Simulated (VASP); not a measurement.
Wanted: the native input for a VASP 6.6.1 run.

* Task: single point
* Functional: LDA
* Potentials or basis: VASP PAW LDA potentials, release 64 (In_d, Se)
* Cutoff: 520 eV
* k mesh: 8 × 8 × 8
* Occupations: fermi-dirac, width 0.05 eV
* Spin: no spin polarisation
* Dipole correction: no
* Further INCAR settings: ALGO = Normal; EDIFF = 1e-07; NBANDS = 27

The structure of InSe lies in POSCAR:

```
InSe
1.0
    1.9729696595      1.1390945640      8.3259319629
   -1.9729696595      1.1390945640      8.3259319629
    0.0000000000     -2.2781891280      8.3259319629
In Se
2 2
Direct
    0.8886000000      0.8886000000      0.8886000000
    0.0000000000      0.0000000000      0.0000000000
    0.1719000000      0.1719000000      0.1719000000
    0.3835000000      0.3835000000      0.3835000000
```

One way to write it, as run:

INCAR

```
SYSTEM = InSe
  PREC = Accurate
  ENCUT = 520
  EDIFF = 1E-7
  ISMEAR = -1
  SIGMA = 0.05
  LREAL = .False.
  LASPH = .True.
  NELM = 80
  ALGO = Normal
  ISIF = 2
  LWAVE = .False.
  LCHARG = .False.
  GGA = CA
  NBANDS = 27
```

KPOINTS

```
Automatic mesh
0
Gamma
  8 8 8
  0 0 0
```

Potentials or basis: VASP PAW LDA potentials, release 64 (In_d, Se).

Run with:

```sh
$ cat potpaw_LDA.64/In_d/POTCAR potpaw_LDA.64/Se/POTCAR > POTCAR
$ mpirun -np 1 vasp_std > vasp.out
```

It gave:

```
Pressure               : 0.8 GPa
Largest force          : 0.427 eV/Å
Band gap on the k mesh : 0.34 eV
```

Caveat: semilocal functionals underestimate gaps, and a narrow one can read as zero; spin-orbit coupling is left out, which moves the levels of the heavy elements.

Wall time 9.4 min on 1 thread of Intel(R) Xeon(R) 6975P-C (Granite Rapids), with other jobs on the host, peak memory 0.51 GiB.
